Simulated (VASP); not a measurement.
# SnSe2: single point with PBEsol

Crystal: SnSe2.

```
Sn Se
1.0
     3.91841    0.00000    0.00000
    -1.95920    3.39344    0.00000
     0.00000    0.00000    5.80517
Sn Se
1 2
Direct
  0.00000 0.00000 0.00000
  0.33333 0.66667 0.25000
  0.66667 0.33333 0.75000
```

This cell differs from its parent crystal: ratio of the length along z to the lengths across it x 0.92, volume and fractional coordinates fixed.

```yaml
Program: VASP 6.6.1
Task: single point
Functional: PBEsol
Potentials_or_basis: VASP PAW PBE potentials, release 64 (Sn_d, Se)
Cutoff: 520 eV
k_mesh: 6 × 6 × 4
Occupations: gaussian, width 0.05 eV
Spin: no spin polarisation
Dipole_correction: no
Further_INCAR_settings: ALGO = Normal; EDIFF = 1e-07; NBANDS = 20
```

```
Pressure               : 2.1 GPa
Largest force          : 0.911 eV/Å
Band gap on the k mesh : 0.06 eV, direct
```

Forces in eV/Å, atoms in the order of the input:
```
Sn   0.000  0.000  0.000
Se   0.000  0.000  0.911
Se   0.000  0.000 -0.911
```

Stress tensor (GPa, compression positive):
```
0.47 0.00 0.00
0.00 0.47 0.00
0.00 0.00 5.44
```

Levels at points of the mesh, in eV from the valence-band top:
| k point | band 10 | band 11 | band 12 | band 13 | band 14 | band 15 | band 16 | band 17 |
| --- | --- | --- | --- | --- | --- | --- | --- | --- |
| (0.00, 0.00, 0.00) | -1.50 | -1.23 | -1.23 | 0.00 | 0.06 | 1.91 | 3.87 | 3.87 |
| (0.50, 0.00, 0.00) | -3.50 | -3.29 | -1.61 | -0.80 | 0.54 | 3.12 | 4.88 | 4.95 |
| (0.00, 0.00, 0.50) | -1.61 | -1.61 | -1.01 | -1.01 | 1.51 | 1.94 | 3.46 | 3.46 |
| (0.50, 0.00, 0.50) | -3.27 | -2.19 | -1.41 | -1.36 | 0.63 | 3.69 | 4.68 | 5.73 |

Wall time 50 s on 1 thread of Intel(R) Xeon(R) Platinum 8488C (Sapphire Rapids), on a shared host, peak memory 0.2 GiB.

Caveat: the PAW data sets were made with another functional, which shifts forces and pressure a little; spin-orbit coupling is left out, which moves the levels of the heavy elements; this functional lacks dispersion, which binds the layers, so the pressure and a relaxed spacing across them are unreliable. A k mesh can miss the band edges.
